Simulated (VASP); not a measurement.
A run of VASP 6.6.1 is set up as follows.

POSCAR

```
LiBiSe2
1.0
    2.0599089233      1.1892889714      6.6134011388
   -2.0599089233      1.1892889714      6.6134011388
    0.0000000000     -2.3785779428      6.6134011388
Li Bi Se
1 1 2
Direct
    1.0000000000      0.0000000000      0.0000000000
    0.5000000000      0.5000000000      0.5000000000
    0.2543314319      0.2543314319      0.2543314319
    0.7456685681      0.7456685681      0.7456685681
```

The input INCAR.step1:

```
SYSTEM = LiBiSe2
  ALGO = Normal
  EDIFF = 1E-4
  ENCUT = 520
  GGA = PE
  ISMEAR = 0
  LASPH = .True.
  LCHARG = .False.
  LREAL = .False.
  LWAVE = .True.
  NBANDS = 23
  NELM = 100
  PREC = Accurate
  SIGMA = 0.01
```

INCAR.step2

```
SYSTEM = LiBiSe2
  ALGO = Normal
  EDIFF = 1E-7
  ENCUT = 520
  ISIF = 2
  ISMEAR = 0
  ISTART = 1
  LASPH = .True.
  LCHARG = .True.
  LELF = .True.
  LMIXTAU = .True.
  LREAL = .False.
  LVHAR = .True.
  LWAVE = .False.
  METAGGA = R2SCAN
  NBANDS = 23
  NELM = 100
  PREC = Accurate
  SIGMA = 0.01
```

File KPOINTS:

```
k-points
0
Gamma
  6 6 6
  0 0 0
```

Potentials or basis: VASP PAW PBE potentials, release 64 (Li_sv, Bi_d, Se).

Command:

```console
$ cat potpaw_PBE.64/Li_sv/POTCAR potpaw_PBE.64/Bi_d/POTCAR potpaw_PBE.64/Se/POTCAR > POTCAR
$ cp INCAR.step1 INCAR
$ mpirun -np 1 vasp_std > vasp.out
$ cp INCAR.step2 INCAR
$ mpirun -np 1 vasp_std > vasp.out
```

(1) Estimate the band gap on the k mesh.

(2) Predict the largest force.

Results:

(1) 1.39 eV, direct.

(2) 0.030 eV/Å.

Caveat: the PAW data sets were made with another functional, which shifts forces and pressure a little; spin-orbit coupling is left out, which moves the levels of the heavy elements.
